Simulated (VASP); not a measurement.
As:

```xyz
1
Lattice="2.0599 0.0000 0.0000 0.0000 2.0599 0.0000 0.0000 0.0000 2.0599" Properties=species:S:1:pos:R:3 pbc="T T T"
As    0.0000    0.0000    0.0000
```

This cell differs from its parent crystal: volume scaled by 0.43.

Base run:

| Property | Result |
| --- | --- |
| Program | VASP 6.6.1 |
| Functional | PBE |
| Potentials or basis | VASP PAW PBE potentials, release 64 (As) |
| Cutoff | 520 eV |
| k mesh | 15 × 15 × 15 |
| Occupations | fermi-dirac, width 0.08 eV |
| Spin | no spin polarisation |

Its results: pressure 439.6 GPa.

Problem. The run is repeated on the same cell with these changes: cutoff from 520 eV to 500 eV; dispersion from none to D3(BJ). What comes out?

Solution. Pressure 420.0 GPa.

Caveats: pairwise dispersion overbinds metals, which lowers pressure and volume (some runs).
